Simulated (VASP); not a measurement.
**LiH (rock salt type): single point with HSE06**

LiH (rock salt type):

```xyz
2
Lattice="0.0000 2.0365 2.0365 2.0365 0.0000 2.0365 2.0365 2.0365 0.0000" Properties=species:S:1:pos:R:3 pbc="T T T"
Li    0.0000    0.0000    0.0000
H     2.0365    2.0365    2.0365
```

| Property | Result |
| --- | --- |
| Program | VASP 6.6.1 |
| Task | single point |
| Functional | HSE06 |
| Potentials or basis | VASP PAW PBE potentials, release 64 (Li_sv, H) |
| Cutoff | 520 eV |
| k mesh | 4 × 4 × 4 |
| Occupations | fermi-dirac, width 0.05 eV |
| Spin | no spin polarisation |
| Dipole correction | no |
| Grid for exact exchange (PRECFOCK) | Normal |
| Further INCAR settings | ALGO = Normal; EDIFF = 1e-07; NBANDS = 9 |
| Share of exact exchange | 0.25 |
| Screening parameter | 0.2079 1/Å |

The band gap on the k mesh is 4.02 eV.

Levels at points of the mesh, in eV from the valence-band top:
```
           k point  band 1  band 2  band 3  band 4  band 5
(0.00, 0.00, 0.00)  -47.34   -5.85   17.32   18.98   18.98
(0.50, 0.00, 0.00)  -47.29   -2.71    5.85   14.84   17.58
(0.50, 0.50, 0.00)  -47.28    0.00    4.02   11.94   11.94
```

Wall time 51 s on 1 thread of Intel Xeon 8259CL, with other jobs on the host, peak memory 0.23 GiB.

Caveat: the k points lie up to 0.67 Å⁻¹ apart. A k mesh can miss the band edges.
